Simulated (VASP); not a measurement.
Write the native input for VASP 6.6.1 that does the following.

| Property | Result |
| --- | --- |
| Task | single point |
| Functional | PBE |
| Potentials or basis | VASP PAW PBE potentials, release 64 (Ga_d, N) |
| Cutoff | 520 eV |
| k mesh | 6 × 6 × 6 |
| Occupations | gaussian, width 0.05 eV |
| Spin | no spin polarisation |
| Dipole correction | no |
| Further INCAR settings | ALGO = Normal; EDIFF = 1e-06; NBANDS = 46 |

The structure of GaN lies in POSCAR:

```
GaN
1.0
    4.5484769745      0.0000000000      0.0000000000
    0.0000000000     -4.5484769745      0.0000000000
    0.0000000000      0.0000000000     -4.5484769745
Ga N
4 4
Direct
    0.0000000000      0.0000000000      0.0000000000
    0.5000000000      0.5000000000      0.0000000000
    0.5000000000      0.0000000000      0.5000000000
    0.0000000000      0.5000000000      0.5000000000
    0.7375631903      0.7375631903      0.7500000000
    0.2500000000      0.2500000000      0.7500000000
    0.2500000000      0.7500000000      0.2500000000
    0.7500000000      0.2500000000      0.2500000000
```

This cell differs from its parent crystal: atom 5 (N) moved +0.080 Å towards its neighbour atom 6 (N) at 3.216 Å.

One way to write it, as run:

INCAR

```
PREC = Accurate ; ENCUT = 520
EDIFF = 1E-6 ; ISMEAR = 0
SIGMA = 0.05 ; LREAL = False
LASPH = True ; NELM = 60
ALGO = Normal ; ISIF = 2
LWAVE = False ; LCHARG = False
GGA = PE ; NBANDS = 46
```

KPOINTS

```
Automatic mesh
0
Gamma
  6 6 6
```

Potentials or basis: VASP PAW PBE potentials, release 64 (Ga_d, N).

Launch:

```sh
$ cat potpaw_PBE.64/Ga_d/POTCAR potpaw_PBE.64/N/POTCAR > POTCAR
$ mpirun -np 1 vasp_std > vasp.out
```

It gave:

```json
{
 "Pressure": "0.3 GPa",
 "Largest force": "1.318 eV/Å",
 "Band gap on the k mesh": "1.50 eV"
}
```

Caveat: the cell differs from its parent crystal (atom 5 (N) moved +0.080 Å towards its neighbour atom 6 (N) at 3.216 Å); forces of over 1 eV/Å act on the atoms, so gaps and moduli don't describe the material at rest.

It took 2.9 min on 1 thread of Intel(R) Xeon(R) 6975P-C (Granite Rapids) (shared host), peak memory 0.34 GiB.
